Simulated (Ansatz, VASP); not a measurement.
Sb3As: VASP beside Ansatz

```xyz
4
Lattice="3.6598 0.0000 0.0000 0.0000 3.6598 0.0000 0.0000 0.0000 7.5115" Properties=species:S:1:pos:R:3 pbc="T T T"
Sb    1.8299    1.8299    1.6868
Sb    1.8299    1.8299    5.8247
Sb    0.0000    0.0000    3.7558
As    0.0000    0.0000    0.0000
```

Change from the starting cell: species swapped into the HgPb3 type (P4/mmm, No. 123).

Alike in both runs: functional PBE; k mesh 12 × 12 × 6; occupations gaussian, width 0.1 eV; no spin polarisation.

Ansatz relaxed the structure, and its values are those at the end. VASP's run is a single point on that final structure, the one shown.

|  | VASP | Ansatz |
| --- | --- | --- |
| version | VASP 6.6.1 | Ansatz 0.2.0 |
| potentials or method | VASP PAW PBE potentials, release 64 (Sb, As), cutoff 520 eV | scalar-relativistic, plane waves, PAW |
| valence electrons in the cell | 20 | 60 |

Ansatz gave:

- gap on the k mesh at the Fermi level (eV): none
- pressure (GPa): 0.0

Task: What did VASP give for the same quantities?

Result: gap on the k mesh at the Fermi level (eV): none; pressure (GPa): -0.1.

A gap of «none» marks a metal or a gap that the smearing closes. VASP's potentials hold 20 valence electrons a cell and Ansatz's 60, so a difference there can come from the potentials and not from the codes.

Spin-orbit coupling is off throughout.
